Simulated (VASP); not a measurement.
# BP (F-43m) in VASP: notebook

Runs on BP. Level: PBEsol. Tasks: single point.

Everything below comes from runs of VASP 6.6.1. Logs are shortened: lines on timing, memory, paths and dates and some standing lists are left out, and cuts for length are marked.

## (1) The cell of the first run

It takes space group F-43m (No. 216, cubic). Conventional cell: a = 4.445 Å, b = 4.445 Å, c = 4.445 Å, α = 90.00°, β = 90.00°, γ = 90.00°. P (site symmetry -43m) has 4 B at 1.92 Å within 2.6 Å. B (site symmetry -43m) has 4 P at 1.92 Å within 2.6 Å.

## (2) Single point, PBEsol (volume scaled by 0.94)

Input file INCAR:

```
PREC = Accurate ; ENCUT = 520
EDIFF = 1E-7 ; ISMEAR = -1
SIGMA = 0.05 ; LREAL = F
LASPH = T ; NELM = 100
ALGO = Normal ; ISIF = 2
LWAVE = F ; LCHARG = F
GGA = PS ; NBANDS = 11
```

Input file KPOINTS:

```
Automatic mesh
0
Gamma
  10 10 10
```

Input file POSCAR:

```
BP
1.0
    0.0000000000      2.2226808807      2.2226808807
    2.2226808807      0.0000000000      2.2226808807
    2.2226808807      2.2226808807      0.0000000000
P B
1 1
Direct
    0.7500000000      0.7500000000      0.7500000000
    0.0000000000      0.0000000000      0.0000000000
```

Potentials or basis: VASP PAW PBE potentials, release 64 (P, B).

Run with:

```bash
$ cat potpaw_PBE.64/P/POTCAR potpaw_PBE.64/B/POTCAR > POTCAR
$ mpirun -np 1 vasp_std > vasp.out
```

OUTCAR:

```text
PREC = Accurate
   ENCUT = 520
   EDIFF = 1E-7
   ISMEAR = -1
   LREAL = F
   LASPH = T
   NELM = 100
   ISIF = 2
   GGA = PS

 ion  position               nearest neighbor table
   1  0.750  0.750  0.750-   2 1.92   2 1.92   2 1.92   2 1.92
   2  0.000  0.000  0.000-   1 1.92   1 1.92   1 1.92   1 1.92

  LATTYP: Found a face centered cubic cell.
 ALAT       =     4.4453617614

  Lattice vectors:

 A1 = (   0.0000000000,   2.2226808807,   2.2226808807)
 A2 = (   2.2226808807,   0.0000000000,   2.2226808807)
 A3 = (   2.2226808807,   2.2226808807,   0.0000000000)

Analysis of symmetry for initial positions (statically):
=====================================================================
 Subroutine PRICEL returns:
 Original cell was already a primitive cell.

 Routine SETGRP: Setting up the symmetry group for a
 face centered cubic supercell.

 Subroutine GETGRP returns: Found 24 space group operations
 (whereof 24 operations were pure point group operations)
 out of a pool of 48 trial point group operations.

The static configuration has the point symmetry T_d .

Analysis of symmetry for dynamics (positions and initial velocities):
=====================================================================
 Subroutine PRICEL returns:
 Original cell was already a primitive cell.

 Routine SETGRP: Setting up the symmetry group for a
 face centered cubic supercell.

 Subroutine GETGRP returns: Found 24 space group operations
 (whereof 24 operations were pure point group operations)
 out of a pool of 48 trial point group operations.

The dynamic configuration has the point symmetry T_d .

 Subroutine INISYM returns: Found 24 space group operations
 (whereof 24 operations are pure point group operations),
 and found     1 'primitive' translations

----------------------------------------------------------------------------------------

                                     Primitive cell

  volume of cell :      21.9615

  direct lattice vectors                    reciprocal lattice vectors
     0.000000000  2.222680881  2.222680881    -0.224953570  0.224953570  0.224953570
     2.222680881  0.000000000  2.222680881     0.224953570 -0.224953570  0.224953570
     2.222680881  2.222680881  0.000000000     0.224953570  0.224953570 -0.224953570

  length of vectors
     3.143345446  3.143345446  3.143345446     0.389631013  0.389631013  0.389631013

  position of ions in fractional coordinates (direct lattice)
     0.750000000  0.750000000  0.750000000
     0.000000000  0.000000000  0.000000000

  ion indices of the primitive-cell ions
   primitive index   ion index
                 1           1
                 2           2

----------------------------------------------------------------------------------------

 KPOINTS: Automatic mesh

Automatic generation of k-mesh.
 Grid dimensions read from file:
 generate k-points for:   10   10   10

 Generating k-lattice:

  Cartesian coordinates                     Fractional coordinates (reciprocal lattice)
    -0.022495357  0.022495357  0.022495357     0.100000000  0.000000000  0.000000000
     0.022495357 -0.022495357  0.022495357     0.000000000  0.100000000  0.000000000
     0.022495357  0.022495357 -0.022495357     0.000000000  0.000000000  0.100000000

  Length of vectors
     0.038963101  0.038963101  0.038963101

  Shift w.r.t. Gamma in fractional coordinates (k-lattice)
     0.000000000  0.000000000  0.000000000

 Subroutine IBZKPT returns following result:
 ===========================================

 Found     47 irreducible k-points:

 Following reciprocal coordinates:
            Coordinates               Weight
  0.000000  0.000000  0.000000      1.000000
  0.100000  0.000000  0.000000      8.000000
  0.200000  0.000000  0.000000      8.000000
  0.300000  0.000000  0.000000      8.000000
  0.400000  0.000000  0.000000      8.000000
  0.500000  0.000000  0.000000      4.000000
[... 16 lines left out ...]
  0.300000  0.300000  0.000000      6.000000
  0.400000  0.300000  0.000000     24.000000
 [... further k-points ...]
   k-points           NKPTS =     47   k-points in BZ     NKDIM =     47   number of bands    NBANDS=     11
   number of dos      NEDOS =    301   number of ions     NIONS =      2
   total plane-waves  NPLWV =  13824
   dimension x,y,z NGX =    24 NGY =   24 NGZ =   24
   dimension x,y,z NGXF=    48 NGYF=   48 NGZF=   48
   ions per type =               1   1
   NGX,Y,Z   is equivalent  to a cutoff of  12.69, 12.69, 12.69 a.u.
   NGXF,Y,Z  is equivalent  to a cutoff of  25.39, 25.39, 25.39 a.u.
 SYSTEM =  unknown system
   PREC   = accura    normal or accurate (medium, high low for compatibility)
   ISTART =      0    job   : 0-new  1-cont  2-samecut
   ICHARG =      2    charge: 1-file 2-atom 10-const
   ISPIN  =      1    spin polarized calculation?
   LNONCOLLINEAR =      F non collinear calculations
   LSORBIT =      F    spin-orbit coupling
   LASPH  =      T    aspherical Exc in radial PAW
   ENCUT  =  520.0 eV  38.22 Ry    6.18 a.u.   5.84  5.84  5.84*2*pi/ulx,y,z
   NELM   =    100;   NELMIN=  2; NELMDL= -5     # of ELM steps
   EDIFF  = 0.1E-06   stopping-criterion for ELM
   LREAL  =      F    real-space projection
   EDIFFG = 0.1E-05   stopping-criterion for IOM
   NSW    =      0    number of steps for IOM
   IBRION =     -1    ionic relax: 0-MD 1-quasi-New 2-CG
   NFREE  =      0    steps in history (QN), initial steepest desc. (CG)
   ISIF   =      2    stress and relaxation
   ISYM   =      2    0-nonsym 1-usesym 2-fastsym
   POTIM  = 0.5000    time-step for ionic-motion
   TEBEG  =    0.0;   TEEND  =   0.0 temperature during run
   PSTRESS=    0.0 pullay stress
   NELECT =       8.0000    total number of electrons
   NUPDOWN=      -1.0000    fix difference up-down
   EMIN   =  10.00;   EMAX   =-10.00  energy-range for DOS
[... 5 lines left out ...]
     AMIX     =   0.40;   BMIX     =  1.00
     AMIX_MAG =   1.60;   BMIX_MAG =  1.00
  volume/ion in A,a.u.               =      10.98        74.10
  Fermi-wavevector in a.u.,A,eV,Ry     =   1.169188  2.209445 18.599175  1.367001
  Thomas-Fermi vector in A             =   2.305664
   LORBIT       =      0    0 simple, 1 ext, 2 COOP (PROOUT), +10 PAW based schemes
   GGA     = PS    functional components
   LHFCALC =     F    Hartree Fock is set to
   AEXX    =    0.0000 exact exchange contribution
   IVDW    =     0    specifies the selected vdW correction
   LEPSILON=     F    determine dielectric tensor
   LRPA    =     F    only Hartree local field effects (RPA)
 non-spin polarized calculation
  energy-cutoff  :      520.00
  volume of cell :       21.96
 maximum number of plane-waves:       609
   NGX = 11   NGY = 11   NGZ = 11

 number of electron       8.0000000 magnetization

 Free energy of the ion-electron system (eV)
  ---------------------------------------------------
  ext. energy  EPLUGINS =         0.00000000
  ---------------------------------------------------
  free energy    TOTEN  =       -13.64082280 eV

  energy without entropy =      -13.64082250  energy(sigma->0) =      -13.64082265

 E-fermi :   8.6562     XC(G=0): -11.3081

 val. band max:        8.1521237316   @ k =   0.0000   0.0000   0.0000
 cond. band min:       9.2017698625   @ k =   0.4000   0.4000   0.0000
 fundamental gap:      1.0496461309
 Fermi energy:         8.6562114643

 k-point     1 :       0.0000    0.0000    0.0000
  band No.  band energies     occupation
      1      -7.9085      2.00000
      2       8.1521      1.99992
      3       8.1521      1.99992
      4       8.1521      1.99992
      5      11.6084      0.00000
      6      11.6084      0.00000
      7      11.6084      0.00000
      8      16.4483      0.00000
      9      19.8363      0.00000
     10      20.4602      0.00000
     11      20.4602      0.00000

 k-point     2 :       0.1000    0.0000    0.0000
  band No.  band energies     occupation
      1      -7.7185      2.00000
      2       6.7924      2.00000
      3       7.8380      2.00000
      4       7.8380      2.00000
      5      12.0430      0.00000
      6      12.0430      0.00000
      7      12.1047      0.00000
      8      16.8971      0.00000
      9      19.6998      0.00000
     10      19.6998      0.00000
     11      20.4497      0.00000

 k-point     3 :       0.2000    0.0000    0.0000
  band No.  band energies     occupation
      1      -7.1546      2.00000
      2       4.3437      2.00000
      3       7.2494      2.00000
      4       7.2494      2.00000
      5      12.4039      0.00000
      6      12.7862      0.00000
      7      12.7862      0.00000
      8      17.8401      0.00000
      9      19.0547      0.00000
     10      19.0547      0.00000
     11      21.3637      0.00000

 k-point     4 :       0.3000    0.0000    0.0000
  band No.  band energies     occupation
      1      -6.2439      2.00000
      2       1.8648      2.00000
      3       6.7400      2.00000
      4       6.7400      2.00000
      5      12.3772      0.00000
      6      13.0712      0.00000
      7      13.0712      0.00000
      8      18.4106      0.00000
      9      19.7059      0.00000
     10      19.7059      0.00000
     11      21.7736      0.00000

 k-point     5 :       0.4000    0.0000    0.0000
  band No.  band energies     occupation
      1      -5.0908      2.00000
      2      -0.2840      2.00000
      3       6.4195      2.00000
      4       6.4195      2.00000
      5      12.2966      0.00000
      6      12.9406      0.00000
      7      12.9406      0.00000
      8      18.3772      0.00000
      9      21.5366      0.00000
     10      21.5366      0.00000
     11      22.7468      0.00000

 k-point     6 :       0.5000    0.0000    0.0000
  band No.  band energies     occupation
      1      -4.3158      2.00000
      2      -1.3980      2.00000
      3       6.3118      2.00000
      4       6.3118      2.00000
      5      12.2628      0.00000
      6      12.8422      0.00000
      7      12.8422      0.00000
      8      18.2899      0.00000
      9      23.1588      0.00000
     10      23.1588      0.00000
     11      23.4177      0.00000

 k-point     7 :       0.1000    0.1000    0.0000
  band No.  band energies     occupation
      1      -7.6550      2.00000
      2       7.2421      2.00000
      3       7.2421      2.00000
      4       7.3906      2.00000
      5      11.1298      0.00000
      6      12.7987      0.00000
      7      12.7987      0.00000
      8      16.5726      0.00000
      9      18.9443      0.00000
     10      20.6798      0.00000
     11      20.7332      0.00000

 k-point     8 :       0.2000    0.1000    0.0000
  band No.  band energies     occupation
      1      -7.2153      2.00000
      2       5.2039      2.00000
      3       6.5752      2.00000
      4       7.1257      2.00000
      5      11.2962      0.00000
      6      13.5027      0.00000
      7      13.7462      0.00000
      8      16.0349      0.00000
      9      19.2832      0.00000
     10      20.5167      0.00000
     11      21.7670      0.00000
[... 141 lines left out ...]
 k-point    19 :       0.5000    0.2000    0.0000
  band No.  band energies     occupation
      1      -4.0979      2.00000
      2      -0.3256      2.00000
      3       3.8499      2.00000
      4       5.1514      2.00000
      5      11.0202      0.00000
      6      15.3991      0.00000
      7      15.4248      0.00000
      8      16.4997      0.00000
      9      21.3003      0.00000
     10      23.2181      0.00000
     11      25.2564      0.00000

 k-point    20 :      -0.4000    0.2000    0.0000
  band No.  band energies     occupation
      1      -3.8311      2.00000
      2      -0.6788      2.00000
      3       3.3722      2.00000
      4       5.5179      2.00000
      5      11.3992      0.00000
      6      14.9214      0.00000
      7      15.4458      0.00000
      8      18.6745      0.00000
      9      19.9785      0.00000
     10      20.7769      0.00000
     11      25.2279      0.00000

 k-point    21 :      -0.3000    0.2000    0.0000
  band No.  band energies     occupation
      1      -4.8621      2.00000
      2       0.8641      2.00000
      3       3.2235      2.00000
      4       6.1277      2.00000
      5      12.0308      0.00000
      6      14.4229      0.00000
      7      15.3398      0.00000
      8      17.8870      0.00000
      9      18.5987      0.00000
     10      21.1762      0.00000
     11      25.5908      0.00000

 k-point    22 :      -0.2000    0.2000    0.0000
  band No.  band energies     occupation
      1      -5.9357      2.00000
      2       2.7353      2.00000
      3       3.6925      2.00000
      4       6.8518      2.00000
      5      12.7119      0.00000
      6      13.5960      0.00000
      7      14.7608      0.00000
      8      16.8399      0.00000
      9      17.6295      0.00000
     10      22.1292      0.00000
     11      24.7045      0.00000

 k-point    23 :       0.3000    0.3000    0.0000
  band No.  band energies     occupation
      1      -5.6731      2.00000
      2       3.2614      2.00000
      3       4.7228      2.00000
      4       4.7228      2.00000
      5       9.5362      0.00000
      6      11.8931      0.00000
      7      17.3884      0.00000
      8      17.3884      0.00000
      9      21.9925      0.00000
     10      22.8274      0.00000
     11      25.3238      0.00000

 k-point    24 :       0.4000    0.3000    0.0000
  band No.  band energies     occupation
      1      -4.7934      2.00000
      2       1.8536      2.00000
      3       3.8303      2.00000
      4       4.4137      2.00000
      5       9.8178      0.00000
      6      11.6297      0.00000
      7      18.0062      0.00000
      8      18.0666      0.00000
      9      22.8201      0.00000
     10      23.7803      0.00000
     11      25.9975      0.00000

 [... further k-points ...]
[... 5 lines left out ...]
  --------------------------------------------------------------------------------------
  -------------------------------------------------------------------------------------
  Total        1.2920183      1.2920183      1.2920183      0.0000000      0.0000000      0.0000000
  in kB       94.2579360     94.2579360     94.2579360      0.0000000      0.0000000      0.0000000
  external PRESSURE =      94.2579360 kB  Pullay stress =       0.0000000 kB

 VOLUME and BASIS-vectors are now :
 -----------------------------------------------------------------------------
  energy-cutoff  :      520.00
  volume of cell :       21.96
      direct lattice vectors                 reciprocal lattice vectors
     0.000000000  2.222680881  2.222680881    -0.224953570  0.224953570  0.224953570
     2.222680881  0.000000000  2.222680881     0.224953570 -0.224953570  0.224953570
     2.222680881  2.222680881  0.000000000     0.224953570  0.224953570 -0.224953570

 POSITION                                       TOTAL-FORCE (eV/Angst)
 -----------------------------------------------------------------------------------
      3.33402      3.33402      3.33402        -0.000000     -0.000000     -0.000000
      0.00000      0.00000      0.00000         0.000000      0.000000      0.000000
 -----------------------------------------------------------------------------------
    total drift:                               -0.000000     -0.000000     -0.000000

  FREE ENERGIE OF THE ION-ELECTRON SYSTEM (eV)
  ---------------------------------------------------
  free  energy   TOTEN  =       -13.6408227999 eV

  energy  without entropy=      -13.6408224986  energy(sigma->0) =      -13.64082265
```

It took 3.8 s on 1 thread of Intel Xeon 6975P-C (Granite Rapids), shared host; peak memory 0.13 GiB.

What came out:

* Free energy: -13.6408 eV
* Pressure: 9.4 GPa
* Band gap on the k mesh: 1.05 eV, indirect (least direct gap 3.46 eV)

Levels at points of the mesh, in eV from the valence-band top:
```csv
k point,band 2,band 3,band 4,band 5,band 6,band 7
"(0.00, 0.00, 0.00)",0.00,0.00,0.00,3.46,3.46,3.46
"(0.50, 0.00, 0.00)",-9.55,-1.84,-1.84,4.11,4.69,4.69
"(0.50, 0.50, 0.00)",-8.92,-4.37,-4.37,1.10,1.46,12.68
```

Caveat: the PAW data sets were made with another functional, which shifts forces and pressure a little. A k mesh can miss the band edges.

## (3) Single point, PBEsol (volume scaled by 0.96)

Input file INCAR:

```
SYSTEM = BP
PREC = Accurate
ENCUT = 520
EDIFF = 1E-6
ISMEAR = -1
SIGMA = 0.05
LREAL = .FALSE.
LASPH = .TRUE.
NELM = 80
ALGO = Normal
ISIF = 2
LWAVE = .FALSE.
LCHARG = .TRUE.
GGA = PS
LELF = .TRUE.
LVHAR = .TRUE.
NBANDS = 11
```

Input file KPOINTS:

```
regular mesh
0
G
  10 10 10
  0 0 0
```

Input file POSCAR:

```
BP
1.0
    0.0000000000      2.2383340787      2.2383340787
    2.2383340787      0.0000000000      2.2383340787
    2.2383340787      2.2383340787      0.0000000000
P B
1 1
Direct
    0.7500000000      0.7500000000      0.7500000000
    0.0000000000      0.0000000000      0.0000000000
```

Potentials or basis: VASP PAW PBE potentials, release 64 (P, B).

Run with:

```bash
$ cat potpaw_PBE.64/P/POTCAR potpaw_PBE.64/B/POTCAR > POTCAR
$ mpirun -np 1 vasp_std > vasp.out
```

It took 3.6 s on 1 thread of Intel Xeon 6975P-C (Granite Rapids), shared host; peak memory 0.13 GiB.

It converged, with:

* Free energy: -13.6624 eV
* Pressure: 5.3 GPa
* Band gap on the k mesh: 1.08 eV, indirect (least direct gap 3.42 eV)

Levels at points of the mesh, in eV from the valence-band top:
```csv
k point,band 1,band 2,band 3,band 4,band 5,band 6,band 7,band 8
"(0.00, 0.00, 0.00)",-15.87,0.00,0.00,0.00,3.42,3.42,3.42,7.97
"(0.50, 0.00, 0.00)",-12.36,-9.39,-1.82,-1.82,3.98,4.68,4.68,10.07
"(0.50, 0.50, 0.00)",-10.77,-8.81,-4.29,-4.29,1.15,1.48,12.48,12.48
```

Caveat: the PAW data sets were made with another functional, which shifts forces and pressure a little. A k mesh can miss the band edges.

(Continued in part 2 of 2.)
